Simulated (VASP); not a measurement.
Crystal: CoNiO2.

```
Ni Co O
1.0
     2.99410    0.00000    0.00000
     0.00000    2.99410    0.00000
     0.00000    0.00000    4.19395
Ni Co O
1 1 2
Direct
  0.00000 0.00000 0.00000
  0.50000 0.50000 0.50000
  0.00000 0.00000 0.50000
  0.50000 0.50000 0.00000
```

This cell differs from its parent crystal: volume scaled by 0.98.

Base run:

```yaml
Program: VASP 6.6.1
Functional: PBEsol
Potentials_or_basis: VASP PAW PBE potentials, release 64 (Ni, Co, O)
Cutoff: 520 eV
k_mesh: 9 × 9 × 6
Occupations: fermi-dirac, width 0.05 eV
Spin: collinear spin, ferromagnetic start
Starting_moments: "[1.0, 2.0, 0.0, 0.0] μB"
```

Its results: pressure -11.2 GPa; net moment 3.83 μB per cell; site moments Ni +0.88; Co +2.45; O +0.24, +0.18 μB.

The run is repeated on the same cell with these changes: functional from PBEsol to LDA; potentials or basis from VASP PAW PBE potentials, release 64 (Ni, Co, O) to VASP PAW LDA potentials, release 64 (Ni, Co, O). What comes out?

Pressure -21.2 GPa; net moment 3.16 μB per cell; site moments Ni +0.57; Co +2.19; O +0.19, +0.13 μB.

Caveats: the PAW data sets were made with another functional, which shifts forces and pressure a little (some runs).
